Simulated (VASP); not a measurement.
Li: single point with PBEsol

Li:

```xyz
2
Lattice="3.1110 0.0000 0.0000 -1.5555 2.6942 0.0000 0.0000 0.0000 5.0930" Properties=species:S:1:pos:R:3 pbc="T T T"
Li    0.0000    1.7961    1.2732
Li    1.5555    0.8981    3.8197
```

- Program: VASP 6.6.1
- Task: single point
- Functional: PBEsol
- Potentials or basis: VASP PAW PBE potentials, release 64 (Li_sv)
- Cutoff: 520 eV
- k mesh: 4 × 4 × 2
- Occupations: fermi-dirac, width 0.05 eV
- Spin: no spin polarisation
- Dipole correction: no
- Further INCAR settings: ALGO = Normal; EDIFF = 1e-07; NBANDS = 10

```yaml
Band_gap_on_the_k_mesh: zero (band 3 reaches 1.17 eV, above the bottom of band 4 at -1.91 eV)
```

Levels at points of the mesh, in eV from the Fermi level:
```tsv
k point	band 1	band 2	band 3	band 4	band 5	band 6
(0.00, 0.00, 0.00)	-46.39	-46.38	-3.86	-0.38	2.37	11.68
(0.50, 0.00, 0.00)	-46.38	-46.37	-0.44	0.61	4.16	5.28
(0.00, 0.00, 0.50)	-46.39	-46.39	-2.78	-2.78	7.28	7.28
(0.50, 0.00, 0.50)	-46.37	-46.37	0.30	0.30	2.97	2.97
```

Wall time 8.8 s on 1 thread of Intel(R) Xeon(R) Platinum 8259CL CPU @ 2.50GHz (Skylake/Cascade Lake) (shared host), peak memory 0.14 GiB.

Caveat: the k points lie up to 0.62 Å⁻¹ apart.
